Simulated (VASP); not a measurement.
# Al12As in VASP: notebook

The runs below take Al12As through single point, with PBEsol.

Everything below comes from runs of VASP 6.6.1. Logs are shortened: lines on timing, memory, paths and dates and some standing lists are left out, and cuts for length are marked.

## 1. The cell of the first run

The cell holds a slab with vacuum, 13 atoms: a = 5.728 Å, b = 5.728 Å, c = 17.677 Å, α = 90.00°, β = 90.00°, γ = 60.00°.

## 2. Single point, PBEsol

The input, INCAR:

```
  PREC = Accurate
  ENCUT = 520
  EDIFF = 1E-7
  ISMEAR = -1
  SIGMA = 0.1
  LREAL = F
  LASPH = T
  NELM = 100
  ALGO = Normal
  ISIF = 2
  LWAVE = F
  LCHARG = T
  GGA = PS
  LELF = T
  LVHAR = T
  NBANDS = 32
```

The input, KPOINTS:

```
regular mesh
0
Gamma
  3 3 1
```

The input, POSCAR:

```
Al12As
1.0
    5.7275650000      0.0000000000      0.0000000000
    2.8637820000      4.9602170000      0.0000000000
    0.0000000000      0.0000000000     17.6765370000
Al As
12 1
Direct
    0.1666684945      0.1666660955      0.0565721668
    0.6666715499      0.1666660955      0.0565721668
    0.1666709227      0.6666643818      0.0565721668
    0.6666739781      0.6666643818      0.0565721668
   -0.1808069235      0.3734514034      0.1875197614
    0.3315265844      0.3478476849      0.1881307408
   -0.1878416777      0.8580874587      0.1788415910
    0.3241989228      0.8346409038      0.1783663848
   -0.0295254272     -0.0303414145      0.3153332579
    0.4825666209     -0.0458246081      0.3058404483
   -0.0232473760      0.4851803863      0.3174999719
    0.4719605401      0.4956436382      0.3175056291
    0.6464724680      0.1245510025      0.4159751426
```

Potentials or basis: VASP PAW PBE potentials, release 64 (Al, As).

On the command line:

```bash
$ cat potpaw_PBE.64/Al/POTCAR potpaw_PBE.64/As/POTCAR > POTCAR
$ mpirun -np 1 vasp_std > vasp.out
```

OUTCAR:

```text
PREC = Accurate
   ENCUT = 520
   EDIFF = 1E-7
   ISMEAR = -1
   LREAL = F
   LASPH = T
   NELM = 100
   ISIF = 2
   GGA = PS

 ion  position               nearest neighbor table
   1  0.167  0.167  0.057-   8 2.71   4 2.86   2 2.86   3 2.86   3 2.86   2 2.86   4 2.86   6 2.89
                             5 2.89
   2  0.667  0.167  0.057-   7 2.65   6 2.86   1 2.86   3 2.86   4 2.86   4 2.86   3 2.86   1 2.86
                             5 2.93
   3  0.167  0.667  0.057-   8 2.69   7 2.79   6 2.81   4 2.86   2 2.86   1 2.86   1 2.86   2 2.86
                             4 2.86
   4  0.667  0.667  0.057-   5 2.73   7 2.74   8 2.74   1 2.86   3 2.86   2 2.86   2 2.86   3 2.86
                             1 2.86
   5  0.819  0.373  0.188-  11 2.66   4 2.73   8 2.75   7 2.76   6 2.86   6 2.87  12 2.89   1 2.89
                             2 2.93   7 2.98   8 3.00   9 3.03
   6  0.332  0.348  0.188-  12 2.70   8 2.77   7 2.78   3 2.81   2 2.86   5 2.86  10 2.87   5 2.87
                             1 2.89  11 2.89   7 2.95   8 2.97
   7  0.812  0.858  0.179-   2 2.65   4 2.74   5 2.76   9 2.76   6 2.78   3 2.79  10 2.80   8 2.86
                             8 2.87   6 2.95   5 2.98  11 3.07
   8  0.324  0.835  0.178-  10 2.64   3 2.69   1 2.71   4 2.74   5 2.75   6 2.77   7 2.86   7 2.87
                             6 2.97  12 2.98   5 3.00   9 3.00
   9  0.970  0.970  0.315-  13 2.40  11 2.76   7 2.76  12 2.80  10 2.84  10 2.89  12 2.94  11 2.97
                             8 3.00   5 3.03
  10  0.483  0.954  0.306-  13 2.56   8 2.64  12 2.67  11 2.77   7 2.80   9 2.84   6 2.87   9 2.89
                            11 2.98  12 3.08
  11  0.977  0.485  0.317-   5 2.66   9 2.76  10 2.77  12 2.86  12 2.87   6 2.89   9 2.97  10 2.98
                             7 3.07
  12  0.472  0.496  0.318-  13 2.53  10 2.67   6 2.70   9 2.80  11 2.86  11 2.87   5 2.89   9 2.94
                             8 2.98  10 3.08
  13  0.646  0.125  0.416-   9 2.40  12 2.53  10 2.56

  LATTYP: Found a hexagonal cell.
 ALAT       =     5.7275649303
 C/A-ratio  =     3.0862220185

  Lattice vectors:

 A1 = (  -2.8637820000,  -4.9602170000,   0.0000000000)
 A2 = (   5.7275650000,   0.0000000000,   0.0000000000)
 A3 = (   0.0000000000,   0.0000000000,  17.6765370000)

Analysis of symmetry for initial positions (statically):
=====================================================================
 Subroutine PRICEL returns:
 Original cell was already a primitive cell.

 Routine SETGRP: Setting up the symmetry group for a
 hexagonal supercell.

 Subroutine GETGRP returns: Found  1 space group operations
 (whereof  1 operations were pure point group operations)
 out of a pool of 24 trial point group operations.

The static configuration has the point symmetry C_1 .

Analysis of symmetry for dynamics (positions and initial velocities):
=====================================================================
 Subroutine PRICEL returns:
 Original cell was already a primitive cell.

 Routine SETGRP: Setting up the symmetry group for a
 hexagonal supercell.

 Subroutine GETGRP returns: Found  1 space group operations
 (whereof  1 operations were pure point group operations)
 out of a pool of 24 trial point group operations.

The dynamic configuration has the point symmetry C_1 .

 Subroutine INISYM returns: Found  1 space group operations
 (whereof  1 operations are pure point group operations),
 and found     1 'primitive' translations

----------------------------------------------------------------------------------------

                                     Primitive cell

  volume of cell :     502.1898

  direct lattice vectors                    reciprocal lattice vectors
     5.727565000  0.000000000  0.000000000     0.174594265 -0.100802024  0.000000000
     2.863782000  4.960217000  0.000000000     0.000000000  0.201604083  0.000000000
     0.000000000  0.000000000 17.676537000     0.000000000  0.000000000  0.056572167

  length of vectors
     5.727565000  5.727564930 17.676537000     0.201604081  0.201604083  0.056572167

  position of ions in fractional coordinates (direct lattice)
     0.166668495  0.166666095  0.056572167
     0.666671550  0.166666095  0.056572167
     0.166670923  0.666664382  0.056572167
[... 30 lines left out ...]

Automatic generation of k-mesh.
 Grid dimensions read from file:
 generate k-points for:    3    3    1

 Generating k-lattice:

  Cartesian coordinates                     Fractional coordinates (reciprocal lattice)
     0.058198088 -0.033600675  0.000000000     0.333333333  0.000000000  0.000000000
     0.000000000  0.067201361  0.000000000     0.000000000  0.333333333  0.000000000
     0.000000000  0.000000000  0.056572167     0.000000000  0.000000000  1.000000000

  Length of vectors
     0.067201360  0.067201361  0.056572167

  Shift w.r.t. Gamma in fractional coordinates (k-lattice)
     0.000000000  0.000000000  0.000000000

 Subroutine IBZKPT returns following result:
 ===========================================

 Found      5 irreducible k-points:

 Following reciprocal coordinates:
            Coordinates               Weight
  0.000000  0.000000  0.000000      1.000000
  0.333333  0.000000  0.000000      2.000000
  0.333333  0.333333  0.000000      2.000000
  0.000000  0.333333  0.000000      2.000000
 -0.333333  0.333333  0.000000      2.000000
   k-points           NKPTS =      5   k-points in BZ     NKDIM =      5   number of bands    NBANDS=     32
   number of dos      NEDOS =    301   number of ions     NIONS =     13
   total plane-waves  NPLWV = 322560
   dimension x,y,z NGX =    48 NGY =   48 NGZ =  140
   dimension x,y,z NGXF=    96 NGYF=   96 NGZF=  280
   ions per type =              12   1
   NGX,Y,Z   is equivalent  to a cutoff of  13.93, 13.93, 13.17 a.u.
   NGXF,Y,Z  is equivalent  to a cutoff of  27.86, 27.86, 26.33 a.u.
 SYSTEM =  unknown system
   PREC   = accura    normal or accurate (medium, high low for compatibility)
   ISTART =      0    job   : 0-new  1-cont  2-samecut
   ICHARG =      2    charge: 1-file 2-atom 10-const
   ISPIN  =      1    spin polarized calculation?
   LNONCOLLINEAR =      F non collinear calculations
   LSORBIT =      F    spin-orbit coupling
   LASPH  =      T    aspherical Exc in radial PAW
   ENCUT  =  520.0 eV  38.22 Ry    6.18 a.u.  10.65 10.65 32.87*2*pi/ulx,y,z
   NELM   =    100;   NELMIN=  2; NELMDL= -5     # of ELM steps
   EDIFF  = 0.1E-06   stopping-criterion for ELM
   LREAL  =      F    real-space projection
   EDIFFG = 0.1E-05   stopping-criterion for IOM
   NSW    =      0    number of steps for IOM
   IBRION =     -1    ionic relax: 0-MD 1-quasi-New 2-CG
   NFREE  =      0    steps in history (QN), initial steepest desc. (CG)
   ISIF   =      2    stress and relaxation
   ISYM   =      2    0-nonsym 1-usesym 2-fastsym
   POTIM  = 0.5000    time-step for ionic-motion
   TEBEG  =    0.0;   TEEND  =   0.0 temperature during run
   PSTRESS=    0.0 pullay stress
   NELECT =      41.0000    total number of electrons
   NUPDOWN=      -1.0000    fix difference up-down
   EMIN   =  10.00;   EMAX   =-10.00  energy-range for DOS
   EFERMI =   0.00;   METHOD = LEGACY
   ISMEAR =    -1;   SIGMA  =   0.10  broadening in eV -4-tet -1-fermi 0-gaus
   EFERMI_NEDOS =   21; number of points for ismear=-14 and -15
   IALGO  =     38    algorithm
   IMIX   =      4    mixing-type and parameters
     AMIX     =   0.40;   BMIX     =  1.00
     AMIX_MAG =   1.60;   BMIX_MAG =  1.00
  volume/ion in A,a.u.               =      38.63       260.69
  Fermi-wavevector in a.u.,A,eV,Ry     =   0.710199  1.342082  6.862545  0.504383
  Thomas-Fermi vector in A             =   1.796983
   LORBIT       =      0    0 simple, 1 ext, 2 COOP (PROOUT), +10 PAW based schemes
   GGA     = PS    functional components
   LHFCALC =     F    Hartree Fock is set to
   AEXX    =    0.0000 exact exchange contribution
   IVDW    =     0    specifies the selected vdW correction
   LEPSILON=     F    determine dielectric tensor
   LRPA    =     F    only Hartree local field effects (RPA)
 non-spin polarized calculation
  energy-cutoff  :      520.00
  volume of cell :      502.19
 maximum number of plane-waves:     13577
 NGX is ok and might be reduce to    42
   NGX = 21   NGY = 21   NGZ = 65

 number of electron      40.9999999 magnetization

 Free energy of the ion-electron system (eV)
  ---------------------------------------------------
  ext. energy  EPLUGINS =         0.00000000
  ---------------------------------------------------
  free energy    TOTEN  =       -51.46213581 eV

  energy without entropy =      -51.25842234  energy(sigma->0) =      -51.36027907

 E-fermi :   0.9312     XC(G=0):  -5.4224

 val. band max:        0.9135534795   @ k =  -0.3333   0.3333   0.0000
 cond. band min:       0.9344741309   @ k =   0.3333   0.3333   0.0000
 fundamental gap:      0.0209206514
 Fermi energy:         0.9312366844

 k-point     1 :       0.0000    0.0000    0.0000
  band No.  band energies     occupation
      1     -10.4133      2.00000
      2      -9.4556      2.00000
      3      -7.5057      2.00000
      4      -4.7969      2.00000
      5      -4.1184      2.00000
      6      -4.0642      2.00000
[... 164 lines left out ...]
     31       4.1441      0.00000
     32       4.4105      0.00000

------------------------ aborting loop because EDIFF is reached ----------------------------------------

  FORCE on cell =-STRESS in cart. coord.  units (eV):
  Direction    XX          YY          ZZ          XY          YZ          ZX
  --------------------------------------------------------------------------------------
  -------------------------------------------------------------------------------------
  Total       -2.2064305     -1.4853019      1.6730621     -0.4156024      1.0335476      1.2853556
  in kB       -7.0393563     -4.7386806      5.3377072     -1.3259304      3.2974118      4.1007754
  external PRESSURE =      -2.1467766 kB  Pullay stress =       0.0000000 kB

 VOLUME and BASIS-vectors are now :
 -----------------------------------------------------------------------------
  energy-cutoff  :      520.00
  volume of cell :      502.19
      direct lattice vectors                 reciprocal lattice vectors
     5.727565000  0.000000000  0.000000000     0.174594265 -0.100802024  0.000000000
     2.863782000  4.960217000  0.000000000     0.000000000  0.201604083  0.000000000
     0.000000000  0.000000000 17.676537000     0.000000000  0.000000000  0.056572167

 POSITION                                       TOTAL-FORCE (eV/Angst)
 -----------------------------------------------------------------------------------
      1.43190      0.82670      1.00000         0.037426      0.164545     -0.013894
      4.29570      0.82670      1.00000        -0.028330      0.202522     -0.176330
      2.86380      3.30680      1.00000        -0.213863     -0.145599     -0.304371
      5.72760      3.30680      1.00000         0.054401      0.011718     -0.450466
      5.76147      1.85240      3.31470        -0.155246     -0.824658     -0.020964
      2.89500      1.72540      3.32550        -0.432652     -0.116036     -0.193466
      7.10906      4.25630      3.16130         0.311127     -0.178934      0.538458
      4.24710      4.14000      3.15290        -0.287894      0.433632      0.326377
      8.33535      4.80972      5.57400         1.144715     -0.167857     -0.372783
      5.49648      4.73292      5.40620        -0.212587      0.479406      0.779073
      6.98386      2.40660      5.61230         0.316445     -0.313443      0.018430
      4.12260      2.45850      5.61240        -0.132018      0.069938      0.382350
      4.05940      0.61780      7.35300        -0.401524      0.384767     -0.512415
 -----------------------------------------------------------------------------------
    total drift:                               -0.000069     -0.000057      0.000061

  FREE ENERGIE OF THE ION-ELECTRON SYSTEM (eV)
  ---------------------------------------------------
  free  energy   TOTEN  =       -51.4621358071 eV

  energy  without entropy=      -51.2584223403  energy(sigma->0) =      -51.36027907
```

Run time: 2.6 min. Hardware: 1 thread of Intel Xeon Platinum 8488C (Sapphire Rapids), shared host; peak memory 0.64 GiB.

What came out:

```yaml
Free_energy: -51.4621 eV
Largest_force: 1.216 eV/Å
Band_gap_on_the_k_mesh: zero (an odd number of electrons rules out a gap without spin polarisation)
```

Forces on the atoms (eV/Å):
```
Al   0.037  0.165 -0.014
Al  -0.028  0.203 -0.176
Al  -0.214 -0.146 -0.304
Al   0.054  0.012 -0.450
Al  -0.155 -0.825 -0.021
Al  -0.433 -0.116 -0.193
Al   0.311 -0.179  0.538
Al  -0.288  0.434  0.326
Al   1.145 -0.168 -0.373
Al  -0.213  0.479  0.779
Al   0.316 -0.313  0.018
Al  -0.132  0.070  0.382
As  -0.402  0.385 -0.512
```

Levels at points of the mesh, in eV from the Fermi level:
```csv
k point,band 17,band 18,band 19,band 20,band 21,band 22,band 23,band 24
"(0.00, 0.00, 0.00)",-2.69,-1.89,-1.73,-1.10,-0.40,-0.22,-0.17,0.79
```

Caveat: the k points lie up to 0.42 Å⁻¹ apart, too coarse for converged energies and pressures of a metal; there is no dipole correction, which matters where the two faces differ; the PAW data sets were made with another functional, which shifts forces and pressure a little.

## 3. Single point, PBEsol

The input, INCAR:

```
PREC = Accurate
ENCUT = 520
EDIFF = 1E-6
ISMEAR = -1
SIGMA = 0.1
LREAL = F
LASPH = T
NELM = 100
ALGO = Normal
ISIF = 2
LWAVE = F
LCHARG = F
GGA = PS
NBANDS = 32
```

The input, KPOINTS:

```
Automatic mesh
0
Gamma
  3 3 1
```

The input, POSCAR:

```
Al12As
1.0
    5.7275650000      0.0000000000      0.0000000000
    2.8637820000      4.9602170000      0.0000000000
    0.0000000000      0.0000000000     17.6765370000
Al As
12 1
Direct
    0.1666684945      0.1666660955      0.0565721668
    0.6666715499      0.1666660955      0.0565721668
    0.1666709227      0.6666643818      0.0565721668
    0.6666739781      0.6666643818      0.0565721668
   -0.1561962002      0.3344611738      0.1947949420
    0.3696542652      0.2634562157      0.1901503671
   -0.1528633113      0.8061139261      0.1947666559
    0.3446915618      0.7548258473      0.1967127385
   -0.0008390195     -0.0790892818      0.3393707715
    0.5081903138     -0.0766095516      0.3351222018
   -0.0262632287      0.4327230039      0.3302626527
    0.4763514757      0.5032037913      0.3267268923
    0.6652629716      0.1441670798      0.4241894213
```

Potentials or basis: VASP PAW PBE potentials, release 64 (Al, As).

On the command line:

```bash
$ cat potpaw_PBE.64/Al/POTCAR potpaw_PBE.64/As/POTCAR > POTCAR
$ mpirun -np 1 vasp_std > vasp.out
```

Run time: 2.5 min. Hardware: 1 thread of Intel Xeon Platinum 8488C (Sapphire Rapids), shared host; peak memory 0.64 GiB.

Results (log left out):

```yaml
Free_energy: -50.9590 eV
Largest_force: 2.100 eV/Å
Band_gap_on_the_k_mesh: zero (an odd number of electrons rules out a gap without spin polarisation)
```

Forces in eV/Å, atoms in the order of the input:
```
Al  -0.012 -0.108  0.347
Al   0.006 -0.065  0.321
Al  -0.079 -0.116  0.301
Al  -0.034  0.049  0.355
Al  -0.015 -0.904 -0.396
Al  -0.527  0.218  0.211
Al   0.072 -0.171  0.039
Al   0.141  1.063 -0.582
Al   1.323 -0.721 -1.463
Al  -0.274  0.891 -0.382
Al   1.034 -0.068 -0.113
Al  -0.724 -1.128  0.279
As  -0.911  1.060  1.081
```

Levels at points of the mesh, in eV from the Fermi level:
```
           k point  band 16  band 17  band 18  band 19  band 20  band 21  band 22  band 23  band 24  band 25
(0.00, 0.00, 0.00)    -2.79    -2.65    -2.09    -1.75    -1.18    -0.79    -0.55    -0.47     0.42     0.81
```

Caveat: the k points lie up to 0.42 Å⁻¹ apart, too coarse for converged energies and pressures of a metal; there is no dipole correction, which matters where the two faces differ; the PAW data sets were made with another functional, which shifts forces and pressure a little.

## 4. Single point, PBEsol

The input, INCAR:

```
PREC = Accurate
ENCUT = 520
EDIFF = 1E-7
ISMEAR = -1
SIGMA = 0.1
LREAL = False
LASPH = True
NELM = 60
ALGO = Normal
ISIF = 2
LWAVE = False
LCHARG = False
GGA = PS
NBANDS = 32
```

The input, KPOINTS:

```
regular mesh
0
Gamma
  3 3 1
```

The input, POSCAR:

```
Al12As
1.0
    5.7275650000      0.0000000000      0.0000000000
    2.8637820000      4.9602170000      0.0000000000
    0.0000000000      0.0000000000     17.6765370000
Al As
12 1
Direct
    0.1666684945      0.1666660955      0.0565721668
    0.6666715499      0.1666660955      0.0565721668
    0.1666709227      0.6666643818      0.0565721668
    0.6666739781      0.6666643818      0.0565721668
   -0.1611037835      0.2749274881      0.1810422483
    0.3559227565      0.2407757564      0.1847703541
   -0.1510042890      0.7908726574      0.1822924932
    0.3914251627      0.6892238787      0.1956944395
   -0.4537745684      0.1199544294      0.3299401913
    0.1097066990      0.0497760481      0.3065306287
   -0.3672441378      0.5389078744      0.3257481938
    0.0708695257      0.6290248995      0.3192141085
    0.1397775746      0.3156716732      0.4211628103
```

On the command line:

```bash
$ cat potpaw_PBE.64/Al/POTCAR potpaw_PBE.64/As/POTCAR > POTCAR
$ mpirun -np 1 vasp_std > vasp.out
```

Run time: 2.6 min. Hardware: 1 thread of Intel Xeon Platinum 8488C (Sapphire Rapids), shared host; peak memory 0.64 GiB.

The run converged. Its results:

- Free energy: -50.6448 eV
- Largest force: 1.782 eV/Å
- Band gap on the k mesh: zero (an odd number of electrons rules out a gap without spin polarisation)

Forces in eV/Å, atoms in the order of the input:
```
Al  -0.032  0.020 -0.267
Al  -0.234 -0.033 -0.472
Al   0.005 -0.177  0.002
Al   0.029 -0.051 -0.031
Al   1.001 -0.280  0.380
Al  -0.524  0.091  0.381
Al  -0.103 -0.537  0.413
Al  -0.632  1.563 -0.577
Al   0.519 -0.712  0.055
Al   0.015  0.210  0.644
Al   0.360  0.285  0.352
Al  -0.088  0.051 -0.067
As  -0.316 -0.431 -0.814
```

Levels at points of the mesh, in eV from the Fermi level:
```csv
k point,band 18,band 19,band 20,band 21,band 22,band 23
"(0.00, 0.00, 0.00)",-1.77,-1.70,-1.08,-0.67,-0.41,-0.17
```

Caveat: the k points lie up to 0.42 Å⁻¹ apart, too coarse for converged energies and pressures of a metal; the atoms stand as in a frame of molecular dynamics; there is no dipole correction, which matters where the two faces differ; the PAW data sets were made with another functional, which shifts forces and pressure a little.

## 5. Overview

| cell | gap on the mesh (eV) | largest force (eV/Å) |
| --- | --- | --- |
| as given, atomic positions A | none | 1.22 |
| as given, atomic positions B | none | 2.10 |
| as given, atomic positions C | none | 1.78 |

Alike in all rows: task single point; level PBEsol; potentials or basis VASP PAW PBE potentials, release 64 (Al, As); no spin polarisation; k mesh 3 × 3 × 1; cutoff (eV) 520; smearing fermi-dirac 0.1 eV.

Caveats: all runs use coarse meshes; there is no dipole correction, which matters where the two faces differ; the PAW data sets were made with another functional, which shifts forces and pressure a little; the atoms stand as in a frame of molecular dynamics (at least some runs).

Absolute energies hang on the potentials; compare differences alone.

The gap in the log of VASP goes by the Fermi energy; the results here count the filled bands.